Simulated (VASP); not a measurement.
Here is a VASP 6.6.1 calculation.

Contents of INCAR:

```
PREC = Accurate ; ENCUT = 600
EDIFF = 1E-7 ; ISMEAR = 0
SIGMA = 0.02 ; LREAL = False
LASPH = True ; NELM = 100
ALGO = Normal ; ISIF = 3
LWAVE = False ; LCHARG = False
GGA = PE ; IBRION = 2
NSW = 100 ; EDIFFG = -0.005
```

File KPOINTS:

```
Automatic mesh
0
Gamma
  6 6 6
```

POSCAR

```
KI
1.0
    0.0000000000      3.5327750000      3.5327750000
    3.5327750000      0.0000000000      3.5327750000
    3.5327750000      3.5327750000      0.0000000000
K I
1 1
Direct
    0.0000000000      0.0000000000      0.0000000000
    0.5000000000      0.5000000000      0.5000000000
```

Potentials or basis: VASP PAW PBE potentials, release 64 (K_sv, I).

Launch:

```console
$ cat potpaw_PBE.64/K_sv/POTCAR potpaw_PBE.64/I/POTCAR > POTCAR
$ mpirun -np 1 vasp_std > vasp.out
```

What does it give for the space group after relaxing (to 0.05 Å)?

Fm-3m (No. 225).

Estimate the band gap on the k mesh.

3.85 eV, direct.

Estimate the relaxed volume.

46.44 Å³/atom.

What does it give for the relaxed cell?

a = 5.083 Å, b = 5.083 Å, c = 5.083 Å, α = 60.00°, β = 60.00°, γ = 60.00°.

The path:
```
step  energy change (eV)  largest force (eV/Å)  pressure (GPa)  volume (Å³)
   1              0.0000                0.0000            0.62        88.18
   2             -0.0063                0.0000            0.31        90.38
   3             -0.0085                0.0000           -0.05        93.26
   4             -0.0086                0.0000            0.00        92.87
```

Caveat: spin-orbit coupling is left out, which moves the levels of the heavy elements. PBE usually gives volumes a little too large and moduli too small.
